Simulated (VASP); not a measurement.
## MnO2: single point with r2SCAN

The system is MnO2.

```
Mn O
1.0
     4.40042    0.00000    0.00000
     0.00000    4.40042    0.00000
     0.00000    0.00000    2.86708
Mn O
2 4
Direct
  0.50000 0.50000 0.50000
  0.00000 0.00000 0.00000
  0.80492 0.19508 0.50000
  0.69508 0.69508 0.00000
  0.19508 0.80492 0.50000
  0.30492 0.30492 0.00000
```

| Item | Value |
| --- | --- |
| Program | VASP 6.6.1 |
| Task | single point |
| Functional | r2SCAN |
| Potentials or basis | VASP PAW PBE potentials, release 64 (Mn_pv, O) |
| Cutoff | 520 eV |
| k mesh | 8 × 8 × 13 |
| Occupations | fermi-dirac, width 0.05 eV |
| Spin | collinear spin, ferromagnetic start |
| Starting moments | [4.0, 4.0, 0.0, 0.0, 0.0, 0.0] μB |

The pressure is 0.3 GPa. The largest force is 0.018 eV/Å and the net moment is 6.00 μB per cell. The site moments are Mn +2.81; O +0.06 μB and the valence electrons inside the program's atomic spheres are Mn 11.68; O 5.07.

Forces on the atoms (eV/Å):
```
Mn   0.000  0.000  0.000
Mn   0.000  0.000  0.000
O    0.013 -0.013  0.000
O   -0.013 -0.013  0.000
O   -0.013  0.013  0.000
O    0.013  0.013  0.000
```

Levels at points of the mesh, in eV from the Fermi level:
Spin up:
```tsv
k point	band 26	band 27	band 28	band 29	band 30	band 31
(0.00, 0.00, 0.00)	-1.10	-0.63	-0.61	0.01	3.09	3.09
(0.50, 0.00, 0.00)	-1.60	-1.00	-1.00	2.53	2.53	2.87
(0.50, 0.50, 0.00)	-2.00	-0.28	-0.28	1.70	1.70	3.05
```
Spin down:
```
           k point  band 20  band 21  band 22  band 23  band 24  band 25
(0.00, 0.00, 0.00)    -0.80    -0.80    -0.12     0.88     1.20     1.37
(0.50, 0.00, 0.00)    -2.75    -1.03    -1.03     1.60     1.60     1.98
(0.50, 0.50, 0.00)    -2.45    -1.83    -1.83     0.89     0.89     1.38
```

Run time: 57 min on 1 thread of Oxide Virtual Turin-like Processor, with other jobs on the host, peak memory 0.39 GiB.

Caveat: the PAW data sets were made with another functional, which shifts forces and pressure a little; semilocal functionals often make such compounds metallic where correlation or magnetic order opens a gap, which also shifts bond lengths; only a ferromagnetic start was run, and an antiferromagnetic order may lie lower in energy.
